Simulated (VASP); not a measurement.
The system is LiTa4O.

```
CELL_PARAMETERS angstrom
5.11103 0.00000 0.00000
-2.55551 4.42628 0.00000
0.00000 0.00000 3.85953
ATOMIC_POSITIONS crystal
Li 0.00000 0.00000 0.00000
Ta 0.66667 0.33333 0.00000
Ta 0.50455 0.00910 0.50000
Ta 0.99090 0.49545 0.50000
Ta 0.50455 0.49545 0.50000
O 0.33333 0.66667 0.00000
```

The cell was generated, and may not be a known phase.

```yaml
Program: VASP 6.6.1
Task: relaxation of cell and atoms
Functional: PBE
Potentials_or_basis: VASP PAW PBE potentials, release 64 (Li_sv, Ta_pv, O)
Cutoff: 600 eV
k_mesh: 6 × 6 × 4
Occupations: gaussian, width 0.1 eV
Spin: no spin polarisation
```

At the start: pressure 55.3 GPa; volume 14.55 Å³/atom.

Q: How do energy, volume and symmetry change on relaxing?

A: Over 13 steps the energy falls by 693.7 meV/atom and the volume is 19.45 Å³/atom (+33.7 %); space group P-6m2 (No. 187, to 0.1 Å) before and after.

Step by step:
```csv
step,energy change (eV),largest force (eV/Å),pressure (GPa),volume (Å³)
1,0.0000,4.6011,55.28,87.31
2,1.4503,1.3125,-18.38,167.21
3,-3.6363,2.5082,-0.02,114.74
4,-3.6699,2.4182,1.85,112.77
5,-3.6784,2.3390,3.30,111.37
6,-4.0459,0.4698,-2.87,119.49
7,-4.0476,0.5722,-2.58,118.93
8,-4.1161,0.4310,1.71,115.46
9,-4.1194,0.2287,0.93,116.04
10,-4.1584,0.2408,0.43,116.32
11,-4.1594,0.2518,0.34,116.37
12,-4.1612,0.1001,-0.56,116.94
13,-4.1622,0.0276,-0.24,116.73
```

Final structure:
```
Li Ta O
1.0
     5.51718    0.00000    0.00000
    -2.75859    4.77802    0.00000
     0.00000    0.00000    4.42799
Li Ta O
1 4 1
Direct
  0.00000 0.00000 0.00000
  0.66667 0.33333 0.00000
  0.50486 0.00971 0.50000
  0.99029 0.49514 0.50000
  0.50486 0.49514 0.50000
  0.33333 0.66667 0.00000
```

Caveat: the k points lie up to 0.35 Å⁻¹ apart in the final cell, too coarse for converged energies and pressures of a metal; the cutoff is under 1.25 times the usual one of these potentials, so pressure, stress and relaxed cells hold a basis-set (Pulay) error; the volume moved by over 15 % at a fixed basis, so the end points are rough; an odd number of electrons without spin polarisation forces a metal; a magnetic or distorted state may lie lower.
